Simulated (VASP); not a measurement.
# P (Cmmm) in VASP: a series of runs

Runs on P. Level: LDA. Tasks: single point.

Everything below comes from runs of VASP 6.6.1. Logs are shortened: lines on timing, memory, paths and dates and some standing lists are left out, and cuts for length are marked.

## 1. The cell of the first run

Symmetry: Cmmm, No. 65, orthorhombic system. Conventional cell: a = 5.982 Å, b = 6.103 Å, c = 4.378 Å, α = 90.00°, β = 90.00°, γ = 90.00°. P (site symmetry mmm) has 6 P at 4.27 to 4.38 Å within 5.6 Å.

## 2. Single point, LDA (strain -0.0200 x Voigt [0, 0, 0, 0, 0, 1])

The input, INCAR:

```
SYSTEM = P
PREC     = Accurate       ! precision mode
ENCUT    = 520            ! plane-wave cutoff, eV
EDIFF    = 1E-7           ! SCF threshold, eV
ISMEAR   = 0              ! smearing method
SIGMA    = 0.15           ! smearing width, eV
LREAL    = .FALSE.        ! projectors in reciprocal space
LASPH    = .TRUE.         ! aspherical terms in the spheres
NELM     = 60             ! most SCF steps
ALGO     = Normal         ! electronic algorithm
ISIF     = 2              ! what is computed and relaxed
LWAVE    = .FALSE.        ! write WAVECAR
LCHARG   = .TRUE.         ! write CHGCAR
LELF     = .TRUE.         ! ELF
LVHAR    = .TRUE.       
NBANDS   = 8              ! bands
```

The input, KPOINTS:

```
Automatic mesh
0
G
  12 12 12
  0 0 0
```

The input, POSCAR:

```
P
1.0
    4.2729048574     -0.0427290486      0.0000000000
   -0.0427290486      4.2729048574      0.0000000000
    0.0000000000      0.0000000000      4.3780000000
P
1
Direct
    0.0000000000      0.0000000000      0.0000000000
```

Potentials or basis: VASP PAW LDA potentials, release 64 (P).

Run with:

```
> cat potpaw_LDA.64/P/POTCAR > POTCAR
> mpirun -np 1 vasp_std > vasp.out
```

OUTCAR:

```text
SYSTEM = P
   PREC = Accurate
   ENCUT = 520
   EDIFF = 1E-7
   ISMEAR = 0
   LREAL = .FALSE.
   LASPH = .TRUE.
   NELM = 60
   ISIF = 2

 ion  position               nearest neighbor table
   1  0.000  0.000  0.000-

  LATTYP: Found a base centered orthorhombic cell.
 ALAT       =     5.9823720000
 B/A-ratio  =     1.0202020202
 C/A-ratio  =     0.7318167443

  Lattice vectors:

 A1 = (   4.2729048574,  -0.0427290486,   0.0000000000)
 A2 = (  -0.0427290486,   4.2729048574,   0.0000000000)
 A3 = (   0.0000000000,   0.0000000000,   4.3780000000)

Analysis of symmetry for initial positions (statically):
=====================================================================
 Subroutine PRICEL returns:
 Original cell was already a primitive cell.

 Routine SETGRP: Setting up the symmetry group for a
 base centered orthorhombic supercell.

 Subroutine GETGRP returns: Found  8 space group operations
 (whereof  8 operations were pure point group operations)
 out of a pool of  8 trial point group operations.

The static configuration has the point symmetry D_2h.

Analysis of symmetry for dynamics (positions and initial velocities):
=====================================================================
 Subroutine PRICEL returns:
 Original cell was already a primitive cell.

 Routine SETGRP: Setting up the symmetry group for a
 base centered orthorhombic supercell.

 Subroutine GETGRP returns: Found  8 space group operations
 (whereof  8 operations were pure point group operations)
 out of a pool of  8 trial point group operations.

The dynamic configuration has the point symmetry D_2h.

 Subroutine INISYM returns: Found  8 space group operations
 (whereof  8 operations are pure point group operations),
 and found     1 'primitive' translations

----------------------------------------------------------------------------------------

                                     Primitive cell

  volume of cell :      79.9243

  direct lattice vectors                    reciprocal lattice vectors
     4.272904857 -0.042729049  0.000000000     0.234056232  0.002340562  0.000000000
    -0.042729049  4.272904857  0.000000000     0.002340562  0.234056232  0.000000000
     0.000000000  0.000000000  4.378000000     0.000000000  0.000000000  0.228414801

  length of vectors
     4.273118497  4.273118497  4.378000000     0.234067934  0.234067934  0.228414801

  position of ions in fractional coordinates (direct lattice)
     0.000000000  0.000000000  0.000000000

  ion indices of the primitive-cell ions
   primitive index   ion index
                 1           1

----------------------------------------------------------------------------------------

 KPOINTS: Automatic mesh

Automatic generation of k-mesh.
 Grid dimensions read from file:
 generate k-points for:   12   12   12

 Generating k-lattice:

  Cartesian coordinates                     Fractional coordinates (reciprocal lattice)
     0.019504686  0.000195047  0.000000000     0.083333333  0.000000000  0.000000000
     0.000195047  0.019504686  0.000000000     0.000000000  0.083333333  0.000000000
     0.000000000  0.000000000  0.019034567     0.000000000  0.000000000  0.083333333

  Length of vectors
     0.019505661  0.019505661  0.019034567

  Shift w.r.t. Gamma in fractional coordinates (k-lattice)
     0.000000000  0.000000000  0.000000000

 Subroutine IBZKPT returns following result:
 ===========================================

 Found    301 irreducible k-points:

 Following reciprocal coordinates:
            Coordinates               Weight
  0.000000  0.000000  0.000000      1.000000
  0.083333 -0.000000  0.000000      4.000000
  0.166667 -0.000000  0.000000      4.000000
  0.250000 -0.000000  0.000000      4.000000
  0.333333 -0.000000  0.000000      4.000000
  0.416667 -0.000000  0.000000      4.000000
[... 16 lines left out ...]
  0.500000  0.166667  0.000000      4.000000
 -0.416667  0.166667  0.000000      4.000000
 [... further k-points ...]
   k-points           NKPTS =    301   k-points in BZ     NKDIM =    301   number of bands    NBANDS=      8
   number of dos      NEDOS =    301   number of ions     NIONS =      1
   total plane-waves  NPLWV =  36864
   dimension x,y,z NGX =    32 NGY =   32 NGZ =   36
   dimension x,y,z NGXF=    64 NGYF=   64 NGZF=   72
   ions per type =               1
   NGX,Y,Z   is equivalent  to a cutoff of  12.45, 12.45, 13.67 a.u.
   NGXF,Y,Z  is equivalent  to a cutoff of  24.90, 24.90, 27.34 a.u.
 SYSTEM =  P
   PREC   = accura    normal or accurate (medium, high low for compatibility)
   ISTART =      0    job   : 0-new  1-cont  2-samecut
   ICHARG =      2    charge: 1-file 2-atom 10-const
   ISPIN  =      1    spin polarized calculation?
   LNONCOLLINEAR =      F non collinear calculations
   LSORBIT =      F    spin-orbit coupling
   LASPH  =      T    aspherical Exc in radial PAW
   ENCUT  =  520.0 eV  38.22 Ry    6.18 a.u.   7.95  7.95  8.14*2*pi/ulx,y,z
   NELM   =     60;   NELMIN=  2; NELMDL= -5     # of ELM steps
   EDIFF  = 0.1E-06   stopping-criterion for ELM
   LREAL  =      F    real-space projection
   EDIFFG = 0.1E-05   stopping-criterion for IOM
   NSW    =      0    number of steps for IOM
   IBRION =     -1    ionic relax: 0-MD 1-quasi-New 2-CG
   NFREE  =      0    steps in history (QN), initial steepest desc. (CG)
   ISIF   =      2    stress and relaxation
   ISYM   =      2    0-nonsym 1-usesym 2-fastsym
   POTIM  = 0.5000    time-step for ionic-motion
   TEBEG  =    0.0;   TEEND  =   0.0 temperature during run
   PSTRESS=    0.0 pullay stress
   NELECT =       5.0000    total number of electrons
   NUPDOWN=      -1.0000    fix difference up-down
   EMIN   =  10.00;   EMAX   =-10.00  energy-range for DOS
   EFERMI =   0.00;   METHOD = LEGACY
   ISMEAR =     0;   SIGMA  =   0.15  broadening in eV -4-tet -1-fermi 0-gaus
   EFERMI_NEDOS =   21; number of points for ismear=-14 and -15
   IALGO  =     38    algorithm
   IMIX   =      4    mixing-type and parameters
     AMIX     =   0.40;   BMIX     =  1.00
     AMIX_MAG =   1.60;   BMIX_MAG =  1.00
  volume/ion in A,a.u.               =      79.92       539.36
  Fermi-wavevector in a.u.,A,eV,Ry     =   0.649888  1.228110  5.746482  0.422355
  Thomas-Fermi vector in A             =   1.718989
   LORBIT       =      0    0 simple, 1 ext, 2 COOP (PROOUT), +10 PAW based schemes
   GGA     = CA    functional components
   LHFCALC =     F    Hartree Fock is set to
   AEXX    =    0.0000 exact exchange contribution
   IVDW    =     0    specifies the selected vdW correction
   LEPSILON=     F    determine dielectric tensor
   LRPA    =     F    only Hartree local field effects (RPA)
 non-spin polarized calculation
 Gauss-broadening in eV      SIGMA  =   0.15
  energy-cutoff  :      520.00
  volume of cell :       79.92
 maximum number of plane-waves:      2188
   NGX = 15   NGY = 15   NGZ = 17

 number of electron       4.9999999 magnetization

 Free energy of the ion-electron system (eV)
  ---------------------------------------------------
  ext. energy  EPLUGINS =         0.00000000
  ---------------------------------------------------
  free energy    TOTEN  =        -1.28026566 eV

  energy without entropy =       -1.24269387  energy(sigma->0) =       -1.26147976

 E-fermi :  -3.2172     XC(G=0):  -5.3442

 val. band max:       -3.2180401375   @ k =   0.4167   0.2500   0.0000
 cond. band min:      -3.2170560932   @ k =  -0.2500   0.2500   0.1667
 fundamental gap:      0.0009840444
 Fermi energy:        -3.2171846302

 k-point     1 :       0.0000    0.0000    0.0000
  band No.  band energies     occupation
      1     -11.9196      2.00000
      2      -2.7618      0.00002
      3      -2.6637      0.00000
      4      -2.6438      0.00000
      5       1.1992      0.00000
      6       4.1529      0.00000
      7       4.2445      0.00000
      8       8.8039      0.00000

 k-point     2 :       0.0833   -0.0000    0.0000
  band No.  band energies     occupation
      1     -11.9085      2.00000
      2      -2.7804      0.00004
      3      -2.7518      0.00001
      4      -2.6436      0.00000
      5       1.3199      0.00000
      6       4.2040      0.00000
      7       4.3453      0.00000
      8       8.2666      0.00000

 k-point     3 :       0.1667   -0.0000    0.0000
  band No.  band energies     occupation
      1     -11.8778      2.00000
      2      -3.0892      0.22739
      3      -2.7243      0.00000
      4      -2.6179      0.00000
      5       1.6242      0.00000
      6       4.3224      0.00000
      7       4.6140      0.00000
      8       7.5982      0.00000

 k-point     4 :       0.2500   -0.0000    0.0000
  band No.  band energies     occupation
      1     -11.8349      2.00000
      2      -3.4540      1.97440
      3      -2.6858      0.00000
      4      -2.5814      0.00000
      5       2.0203      0.00000
      6       4.4931      0.00000
      7       4.8260      0.00000
      8       7.0184      0.00000

 k-point     5 :       0.3333   -0.0000    0.0000
  band No.  band energies     occupation
      1     -11.7907      2.00000
      2      -3.7747      2.00000
      3      -2.6463      0.00000
      4      -2.5440      0.00000
      5       2.4573      0.00000
      6       4.6858      0.00000
      7       4.7152      0.00000
      8       6.5749      0.00000
[... 177 lines left out ...]
 k-point    22 :       0.4167    0.1667    0.0000
  band No.  band energies     occupation
      1     -11.7184      2.00000
      2      -3.9216      2.00000
      3      -2.8923      0.00219
      4      -2.5829      0.00000
      5       3.2057      0.00000
      6       4.0710      0.00000
      7       5.2946      0.00000
      8       6.2694      0.00000

 k-point    23 :       0.5000    0.1667    0.0000
  band No.  band energies     occupation
      1     -11.7067      2.00000
      2      -3.9930      2.00000
      3      -2.8746      0.00124
      4      -2.5726      0.00000
      5       3.5883      0.00000
      6       3.6606      0.00000
      7       5.3702      0.00000
      8       6.1655      0.00000

 k-point    24 :      -0.4167    0.1667    0.0000
  band No.  band energies     occupation
      1     -11.7191      2.00000
      2      -3.9174      2.00000
      3      -2.8856      0.00177
      4      -2.5835      0.00000
      5       3.1749      0.00000
      6       4.0557      0.00000
      7       5.3112      0.00000
      8       6.2393      0.00000

 [... further k-points ...]

------------------------ aborting loop because EDIFF is reached ----------------------------------------

  FORCE on cell =-STRESS in cart. coord.  units (eV):
  Direction    XX          YY          ZZ          XY          YZ          ZX
  --------------------------------------------------------------------------------------
  -------------------------------------------------------------------------------------
  Total       -2.1260327     -2.1260327     -1.9146878      0.0416629      0.0000000      0.0000000
  in kB      -42.6188528    -42.6188528    -38.3821933      0.8351814      0.0000000      0.0000000
  external PRESSURE =     -41.2066330 kB  Pullay stress =       0.0000000 kB

 VOLUME and BASIS-vectors are now :
 -----------------------------------------------------------------------------
  energy-cutoff  :      520.00
  volume of cell :       79.92
      direct lattice vectors                 reciprocal lattice vectors
     4.272904857 -0.042729049  0.000000000     0.234056232  0.002340562  0.000000000
    -0.042729049  4.272904857  0.000000000     0.002340562  0.234056232  0.000000000
     0.000000000  0.000000000  4.378000000     0.000000000  0.000000000  0.228414801

 POSITION                                       TOTAL-FORCE (eV/Angst)
 -----------------------------------------------------------------------------------
      0.00000      0.00000      0.00000         0.000000      0.000000      0.000000
 -----------------------------------------------------------------------------------
    total drift:                                0.000000     -0.000000      0.000000

  FREE ENERGIE OF THE ION-ELECTRON SYSTEM (eV)
  ---------------------------------------------------
  free  energy   TOTEN  =        -1.2802656553 eV

  energy  without entropy=       -1.2426938719  energy(sigma->0) =       -1.26147976
```

Wall time 88 s (1 thread of Intel Xeon Platinum 8488C (Sapphire Rapids), shared host); peak memory 0.27 GiB.

What came out:

* Free energy: -1.2803 eV
* Pressure: -4.1 GPa
* Band gap on the k mesh: zero (an odd number of electrons rules out a gap without spin polarisation)

Caveat: the cell differs from its parent crystal (strain -0.0200 x Voigt [0, 0, 0, 0, 0, 1]); the cell stands under tension; the atoms stand far beyond bonding distance, and open shells without spin polarisation read as a metal.

(Part 1 of 3 ends here.)
